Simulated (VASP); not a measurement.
Input of a VASP 6.6.1 run:

POSCAR

```
NaF
1.0
    0.0000000000      2.2971680800      2.2856822396
    2.2971680800      0.0000000000      2.2856822396
    2.2971680800      2.2971680800      0.0000000000
Na F
1 1
Direct
    0.0000000000      0.0000000000      0.0000000000
    0.5000000000      0.5000000000      0.5000000000
```

File INCAR.step1:

```
ALGO = Normal
EDIFF = 1E-4
ENCUT = 520
GGA = PE
ISMEAR = 0
LASPH = True
LCHARG = False
LREAL = False
LWAVE = True
NBANDS = 14
NELM = 100
PREC = Accurate
SIGMA = 0.01
```

The input INCAR.step2:

```
ALGO = Normal
EDIFF = 1E-6
ENCUT = 520
ISIF = 2
ISMEAR = 0
ISTART = 1
LASPH = True
LCHARG = True
LELF = True
LMIXTAU = True
LREAL = False
LVHAR = True
LWAVE = False
METAGGA = R2SCAN
NBANDS = 14
NELM = 100
PREC = Accurate
SIGMA = 0.01
```

Contents of KPOINTS:

```
k-points
0
Gamma
  10 10 10
```

Potentials or basis: VASP PAW PBE potentials, release 64 (Na_pv, F).

The run is started by

```bash
$ cat potpaw_PBE.64/Na_pv/POTCAR potpaw_PBE.64/F/POTCAR > POTCAR
$ cp INCAR.step1 INCAR
$ mpirun -np 1 vasp_std > vasp.out
$ cp INCAR.step2 INCAR
$ mpirun -np 1 vasp_std > vasp.out
```

Predict the band gap on the k mesh.

7.35 eV.

Estimate the pressure.

-0.6 GPa.

Stress tensor (GPa, compression positive):
```
-0.73  0.00  0.00
 0.00 -0.73  0.00
 0.00  0.00 -0.24
```

Caveat: the cell differs from its parent crystal (uniaxial z strain -0.5%); the PAW data sets were made with another functional, which shifts forces and pressure a little. A k mesh can miss the band edges.
